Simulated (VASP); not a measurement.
## Hf: single point with PBEsol

Hf:

```xyz
1
Lattice="-1.5847 1.5847 1.5847 1.5847 -1.5847 1.5847 1.5847 1.5847 -1.5847" Properties=species:S:1:pos:R:3 pbc="T T T"
Hf    0.0000    0.0000    0.0000
```

This isn't the form of Hf at room conditions, which is hcp.

```
Program             : VASP 6.6.1
Task                : single point
Functional          : PBEsol
Potentials or basis : VASP PAW PBE potentials, release 64 (Hf_pv)
Cutoff              : 500 eV
k mesh              : 18 × 18 × 18
Occupations         : gaussian, width 0.1 eV
Spin                : no spin polarisation
```

The pressure is 49.0 GPa. The band gap on the k mesh is zero (bands 5 and 6 overlap by 2.76 eV).

Levels at points of the mesh, in eV from the Fermi level:
```
           k point  band 1  band 2  band 3  band 4  band 5  band 6  band 7  band 8  band 9  band 10
(0.00, 0.00, 0.00)  -28.46  -28.46  -28.46   -7.95    1.66    1.66    1.66    5.55    5.55    14.36
(0.50, 0.00, 0.00)  -30.82  -29.18  -28.49   -4.64   -1.35    3.13    5.69    7.07   11.12    12.24
(0.50, 0.50, 0.50)  -30.04  -30.04  -30.04   -4.44   -4.44    9.69    9.69    9.69   10.65    10.65
```

Wall time 19 s on 1 thread of Intel(R) Xeon(R) Platinum 8259CL CPU @ 2.50GHz (Skylake/Cascade Lake) (shared host), peak memory 0.15 GiB.

Caveat: the cell stands under pressure; the PAW data sets were made with another functional, which shifts forces and pressure a little; spin-orbit coupling is left out, which moves the levels of the heavy elements.
